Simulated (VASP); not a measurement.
# Ti9H in VASP: a series of runs

The runs below take Ti9H through single point, with PBE.

Program: VASP 6.6.1. These are calculated values, not measurements. Logs are shortened: lines on timing, memory, paths and dates and some standing lists are left out, and cuts for length are marked.

### Step 1. The cell of the first run

The cell holds a slab with vacuum, 10 atoms: a = 4.579 Å, b = 5.384 Å, c = 20.801 Å, α = 90.00°, β = 90.00°, γ = 115.17°.

### Step 2. Single point, PBE

Contents of INCAR:

```
PREC = Accurate
ENCUT = 520
EDIFF = 1E-6
ISMEAR = 0
SIGMA = 0.1
LREAL = F
LASPH = T
NELM = 80
ALGO = Normal
ISIF = 2
LWAVE = F
LCHARG = T
LDIPOL = T
IDIPOL = 3
DIPOL = 0.5 0.5 0.338
GGA = PE
LELF = T
LVHAR = T
LVACPOTAV = T
NBANDS = 66
```

Contents of KPOINTS:

```
Automatic mesh
0
Gamma
  7 6 1
```

Contents of POSCAR:

```
Ti9H
1.0
    4.5793473381      0.0000000000      0.0000000000
   -2.2896736690      4.8731803173      0.0000000000
    0.0000000000      0.0000000000     20.8008028311
Ti H
9 1
Direct
    0.5259511637      0.0519023274      0.1923002700
    0.8311413964      0.6622827928      0.2107665519
    0.1363316291      0.2726632583      0.2292328340
    0.3570925601      0.7141851202      0.3030979621
    0.6640847992      0.3281368264      0.3193552711
    0.9697449144      0.9393324533      0.3378269322
    0.1905287611      0.3816414126      0.4115069858
    0.5011079414      0.0025593214      0.4254608482
    0.8026484359      0.6055378280      0.4471367238
    1.3026484359      0.8555378280      0.5012139624
```

Potentials or basis: VASP PAW PBE potentials, release 64 (Ti_sv, H).

Started as:

```
$ cat potpaw_PBE.64/Ti_sv/POTCAR potpaw_PBE.64/H/POTCAR > POTCAR
$ mpirun -np 1 vasp_std > vasp.out
```

OUTCAR:

```text
PREC = Accurate
   ENCUT = 520
   EDIFF = 1E-6
   ISMEAR = 0
   LREAL = F
   LASPH = T
   NELM = 80
   ISIF = 2
   GGA = PE

 ion  position               nearest neighbor table
   1  0.526  0.052  0.192-   3 2.64   3 2.64   4 2.83
   2  0.831  0.662  0.211-   5 2.78
   3  0.136  0.273  0.229-   1 2.64   1 2.64   4 2.64   6 2.78
   4  0.357  0.714  0.303-   6 2.64   6 2.64   3 2.64   7 2.78   1 2.83   8 2.91
   5  0.664  0.328  0.319-   8 2.72   2 2.78
   6  0.970  0.939  0.338-   4 2.64   4 2.64   7 2.64   3 2.78   9 2.80
   7  0.191  0.382  0.412-   9 2.64   9 2.64   6 2.64   4 2.78
   8  0.501  0.003  0.425-  10 1.82   5 2.72   4 2.91
   9  0.803  0.606  0.447-   7 2.64   7 2.64   6 2.80
  10  0.303  0.856  0.501-   8 1.82

  LATTYP: Found a base centered orthorhombic cell.
 ALAT       =     4.5793473381
 B/A-ratio  =     2.1283296319
 C/A-ratio  =     4.5423072974

  Lattice vectors:

 A1 = (   2.2896736690,  -4.8731803173,   0.0000000000)
 A2 = (   2.2896736691,   4.8731803173,   0.0000000000)
 A3 = (   0.0000000000,   0.0000000000,  20.8008028311)

Analysis of symmetry for initial positions (statically):
=====================================================================
 Subroutine PRICEL returns:
 Original cell was already a primitive cell.

 Routine SETGRP: Setting up the symmetry group for a
 base centered orthorhombic supercell.

 Subroutine GETGRP returns: Found  1 space group operations
 (whereof  1 operations were pure point group operations)
 out of a pool of  8 trial point group operations.

The static configuration has the point symmetry C_1 .

Analysis of symmetry for dynamics (positions and initial velocities):
=====================================================================
 Subroutine PRICEL returns:
 Original cell was already a primitive cell.

 Routine SETGRP: Setting up the symmetry group for a
 base centered orthorhombic supercell.

 Subroutine GETGRP returns: Found  1 space group operations
 (whereof  1 operations were pure point group operations)
 out of a pool of  8 trial point group operations.

The dynamic configuration has the point symmetry C_1 .

 Subroutine INISYM returns: Found  1 space group operations
 (whereof  1 operations are pure point group operations),
 and found     1 'primitive' translations

----------------------------------------------------------------------------------------

[... 141 lines left out ...]
   EFERMI =   0.00;   METHOD = LEGACY
   ISMEAR =     0;   SIGMA  =   0.10  broadening in eV -4-tet -1-fermi 0-gaus
   EFERMI_NEDOS =   21; number of points for ismear=-14 and -15
   IALGO  =     38    algorithm
   IMIX   =      4    mixing-type and parameters
     AMIX     =   0.40;   BMIX     =  1.00
     AMIX_MAG =   1.60;   BMIX_MAG =  1.00
  volume/ion in A,a.u.               =      46.42       313.25
  Fermi-wavevector in a.u.,A,eV,Ry     =   1.009993  1.908610 13.879105  1.020085
  Thomas-Fermi vector in A             =   2.142955
   LORBIT       =      0    0 simple, 1 ext, 2 COOP (PROOUT), +10 PAW based schemes
   GGA     = PE    functional components
   LHFCALC =     F    Hartree Fock is set to
   AEXX    =    0.0000 exact exchange contribution
   IVDW    =     0    specifies the selected vdW correction
   LEPSILON=     F    determine dielectric tensor
   LRPA    =     F    only Hartree local field effects (RPA)
 non-spin polarized calculation
 Gauss-broadening in eV      SIGMA  =   0.10
  energy-cutoff  :      520.00
  volume of cell :      464.19
 maximum number of plane-waves:     12546
 NGX is ok and might be reduce to    36
   NGX = 17   NGY = 19   NGZ = 77

 dipolmoment           0.000000      0.000000     -0.004519 electrons x Angstroem

 number of electron     109.0000005 magnetization

 dipolmoment           0.000000      0.000000      0.039864 electrons x Angstroem

 Free energy of the ion-electron system (eV)
  ---------------------------------------------------
  ext. energy  EPLUGINS =         0.00000000
  ---------------------------------------------------
  free energy    TOTEN  =       -68.62875109 eV

  energy without entropy =      -68.54394445  energy(sigma->0) =      -68.58634777

 E-fermi :   0.1496     XC(G=0):  -4.8713

 val. band max:        0.1472333630   @ k =   0.2857   0.1667   0.0000
 cond. band min:       0.1509268197   @ k =  -0.4286   0.1667   0.0000
 fundamental gap:      0.0036934567
 Fermi energy:         0.1495543878

 k-point     1 :       0.0000    0.0000    0.0000
  band No.  band energies     occupation
      1     -56.8147      2.00000
      2     -56.7984      2.00000
      3     -56.7151      2.00000
      4     -56.6042      2.00000
      5     -56.5442      2.00000
      6     -56.4594      2.00000
[... 1507 lines left out ...]
     65       1.2507      0.00000
     66       1.3992      0.00000

------------------------ aborting loop because EDIFF is reached ----------------------------------------

  FORCE on cell =-STRESS in cart. coord.  units (eV):
  Direction    XX          YY          ZZ          XY          YZ          ZX
  --------------------------------------------------------------------------------------
  -------------------------------------------------------------------------------------
  Total       -6.0142587     -6.0429394     -0.6105989     -0.2694609      0.0522047     -0.6948106
  in kB      -20.7585266    -20.8575193     -2.1075140     -0.9300585      0.1801874     -2.3981750
  external PRESSURE =     -14.5745200 kB  Pullay stress =       0.0000000 kB

 VOLUME and BASIS-vectors are now :
 -----------------------------------------------------------------------------
  energy-cutoff  :      520.00
  volume of cell :      464.19
      direct lattice vectors                 reciprocal lattice vectors
     4.579347338  0.000000000  0.000000000     0.218371730  0.102602401  0.000000000
    -2.289673669  4.873180317  0.000000000     0.000000000  0.205204802  0.000000000
     0.000000000  0.000000000 20.800802831     0.000000000  0.000000000  0.048075067

 POSITION                                       TOTAL-FORCE (eV/Angst)
 -----------------------------------------------------------------------------------
      2.28967      0.25293      4.00000        -0.002902     -0.016841      0.063002
      2.28967      3.22742      4.38411        -0.003021     -0.287145      0.459148
     -0.00000      1.32874      4.76823         0.005696      0.117721     -0.190344
      0.00000      3.48035      6.30468         0.042281      0.026934     -0.293280
      2.28975      1.59907      6.64285        -0.037909      0.169148     -0.096670
      2.29003      4.57754      7.02707         0.092840     -0.119475     -0.021582
     -0.00134      1.85981      8.55968         0.006606     -0.007403     -0.229844
      2.28889      0.01247      8.84993        -0.224837     -0.096970      0.193443
      2.28912      2.95090      9.30080         0.616926      0.840981      0.104333
     -0.57297      4.16919     10.42565        -0.495681     -0.626951      0.011796
 -----------------------------------------------------------------------------------
    total drift:                               -0.000011     -0.000122      0.000303

  FREE ENERGIE OF THE ION-ELECTRON SYSTEM (eV)
  ---------------------------------------------------
  free  energy   TOTEN  =       -68.6287510880 eV

  energy  without entropy=      -68.5439444466  energy(sigma->0) =      -68.58634777

 vacuum level on the upper side and lower side of the slab         4.496         4.171
```

stdout:

```text
POSCAR found type information on POSCAR TiH
 POSCAR found :  2 types and      10 ions
 scaLAPACK will be used
 LDA part: xc-table for (Slater+PW92), standard interpolation
 -----------------------------------------------------------------------------
[... 33 lines left out ...]
|     Did not find any points to average over, which means that no vacuum     |
|     field-free region was found. Please increase the size of  your cell     |
|     in the dimension of the dipole correction to obtain accurate            |
|     workfunction values.                                                    |
|                                                                             |
 -----------------------------------------------------------------------------
```

Wall time 26 min (1 thread of Intel Xeon Platinum 8488C (Sapphire Rapids), shared host); peak memory 0.77 GiB.

Results:

```
Free energy            : -68.6288 eV
Largest force          : 1.048 eV/Å
Band gap on the k mesh : zero (an odd number of electrons rules out a gap without spin polarisation)
```

Forces in eV/Å, atoms in the order of the input:
```
Ti  -0.003 -0.017  0.063
Ti  -0.003 -0.287  0.459
Ti   0.006  0.118 -0.190
Ti   0.042  0.027 -0.293
Ti  -0.038  0.169 -0.097
Ti   0.093 -0.119 -0.022
Ti   0.007 -0.007 -0.230
Ti  -0.225 -0.097  0.193
Ti   0.617  0.841  0.104
H   -0.496 -0.627  0.012
```

### Step 3. Single point, PBE

Contents of INCAR:

```
SYSTEM = Ti9H
PREC     = Accurate       ! precision mode
ENCUT    = 520            ! plane-wave cutoff, eV
EDIFF    = 1E-7           ! SCF threshold, eV
ISMEAR   = 0              ! smearing method
SIGMA    = 0.1            ! smearing width, eV
LREAL    = .False.        ! projectors in reciprocal space
LASPH    = .True.         ! aspherical terms in the spheres
NELM     = 100            ! most SCF steps
ALGO     = Normal         ! electronic algorithm
ISIF     = 2              ! what is computed and relaxed
LWAVE    = .False.        ! write WAVECAR
LCHARG   = .False.        ! write CHGCAR
LDIPOL   = .True.       
IDIPOL   = 3            
DIPOL    = 0.5 0.5 0.338
GGA      = PE             ! functional
NBANDS   = 66             ! bands
```

Contents of KPOINTS:

```
Automatic mesh
0
Gamma
  7 6 1
  0 0 0
```

POSCAR, as its differences from that of step 2:

```diff
@@ -17,2 +17,2 @@
     0.8026484359      0.6055378280      0.4471367238
-    1.3026484359      0.8555378280      0.5012139624
+    0.8026484359      1.3555378280      0.4992186321
```

Potentials or basis: VASP PAW PBE potentials, release 64 (Ti_sv, H).

Started as:

```
$ cat potpaw_PBE.64/Ti_sv/POTCAR potpaw_PBE.64/H/POTCAR > POTCAR
$ mpirun -np 1 vasp_std > vasp.out
```

It took 24 min on 1 thread of Intel Xeon 6975P-C (Granite Rapids), shared host; peak memory 0.77 GiB.

The run converged. Its results:

```
Free energy            : -69.0085 eV
Largest force          : 1.460 eV/Å
Band gap on the k mesh : zero (an odd number of electrons rules out a gap without spin polarisation)
```

Forces on the atoms (eV/Å):
```
Ti  -0.012  0.041  0.040
Ti  -0.017 -0.267  0.470
Ti   0.056  0.093 -0.162
Ti  -0.027  0.147 -0.311
Ti   0.039 -0.001 -0.064
Ti  -0.027  0.043 -0.007
Ti  -0.318 -0.042  0.557
Ti  -0.019  0.471  0.413
Ti  -0.171  0.890 -0.954
H    0.496 -1.374  0.018
```

Levels at points of the mesh, in eV from the Fermi level:
| k point | band 51 | band 52 | band 53 | band 54 | band 55 | band 56 | band 57 | band 58 | band 59 | band 60 |
| --- | --- | --- | --- | --- | --- | --- | --- | --- | --- | --- |
| (0.00, 0.00, 0.00) | -0.60 | -0.53 | -0.06 | 0.00 | 0.10 | 0.32 | 0.34 | 0.41 | 0.48 | 0.52 |
| (0.00, 0.50, 0.00) | -0.64 | -0.63 | -0.37 | -0.22 | 0.00 | 0.10 | 0.56 | 0.61 | 0.63 | 0.82 |
